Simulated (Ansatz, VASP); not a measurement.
# One calculation of ZnRe, two programs

```
Zn Re
1.0
     2.74822    0.00000    0.00000
    -1.37411    2.38003    0.00000
     0.00000    0.00000    4.49407
Zn Re
1 1
Cartesian
  0.0000 0.0000 0.0000
  -0.0250 1.5434 2.2470
```

Change from the starting cell: all Re atoms moved +0.050 Å, as atom 2 towards its neighbour atom 2 (Re) at 2.748 Å.

Alike in both runs: task single point; functional PBEsol; k mesh 21 × 21 × 10; occupations gaussian, width 0.15 eV; no spin polarisation.

|  | VASP | Ansatz |
| --- | --- | --- |
| version | VASP 6.6.1 | Ansatz 0.2.0 |
| potentials or method | VASP PAW PBE potentials, release 64 (Zn, Re_sv_GW), cutoff 500 eV | scalar-relativistic, plane waves, PAW |
| valence electrons in the cell | 27 | 27 |

VASP gave:

```
gap on the k mesh at the Fermi level (eV)                     : none
pressure (GPa)                                                : -10.1
traceless stress, the component that is largest in VASP (GPa) : -0.33
rms of the force components (eV/Å)                            : 0.050
```

Question: Estimate Ansatz's values.

Answer: gap on the k mesh at the Fermi level (eV): none; pressure (GPa): -9.2; traceless stress, the component that is largest in VASP (GPa): -0.19; rms of the force components (eV/Å): 0.050.

VASP's potentials were made for PBE, not for PBEsol. Atom by atom the forces differ by 0.000 eV/Å (rms over components). A gap of «none» marks a metal or a gap that the smearing closes. The functional is the same, so the differences come from potentials, cutoffs and numerics.

Neither program's run includes spin-orbit coupling.
